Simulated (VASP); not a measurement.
Input of a VASP 6.6.1 run:

The input POSCAR:

```
TiAl
1.0
    3.6699613079      0.0000000000      0.0000000000
    0.0000000000      3.6699613079      0.0000000000
    0.0000000000      0.0000000000      2.3854748501
Ti Al
1 1
Direct
    0.0000000000      0.0000000000      0.0000000000
    0.5000000000      0.5000000000      0.5000000000
```

The input INCAR.step1:

```
SYSTEM = TiAl
PREC = Accurate
ENCUT = 520
ISMEAR = 0
SIGMA = 0.15
LREAL = .FALSE.
LASPH = .TRUE.
NELM = 60
NBANDS = 14
GGA = PE
ALGO = Normal
EDIFF = 1E-4
LWAVE = .TRUE.
LCHARG = .FALSE.
```

File INCAR.step2:

```
SYSTEM = TiAl
PREC = Accurate
ENCUT = 520
EDIFF = 1E-6
ISMEAR = 0
SIGMA = 0.15
LREAL = .FALSE.
LASPH = .TRUE.
NELM = 60
ALGO = Normal
ISIF = 2
LWAVE = .FALSE.
LCHARG = .FALSE.
METAGGA = R2SCAN
LMIXTAU = .TRUE.
NBANDS = 14
ISTART = 1
```

File KPOINTS:

```
regular mesh
0
G
  16 16 16
  0 0 0
```

Potentials or basis: VASP PAW PBE potentials, release 64 (Ti_sv, Al).

Run with:

```console
$ cat potpaw_PBE.64/Ti_sv/POTCAR potpaw_PBE.64/Al/POTCAR > POTCAR
$ cp INCAR.step1 INCAR
$ mpirun -np 1 vasp_std > vasp.out
$ cp INCAR.step2 INCAR
$ mpirun -np 1 vasp_std > vasp.out
```

**Question.** What does it give for the pressure?

**Answer.** 7.0 GPa.

Stress tensor (GPa, compression positive):
```
-5.03  0.00  0.00
 0.00 -5.03  0.00
 0.00  0.00 30.94
```

Caveat: the PAW data sets were made with another functional, which shifts forces and pressure a little.
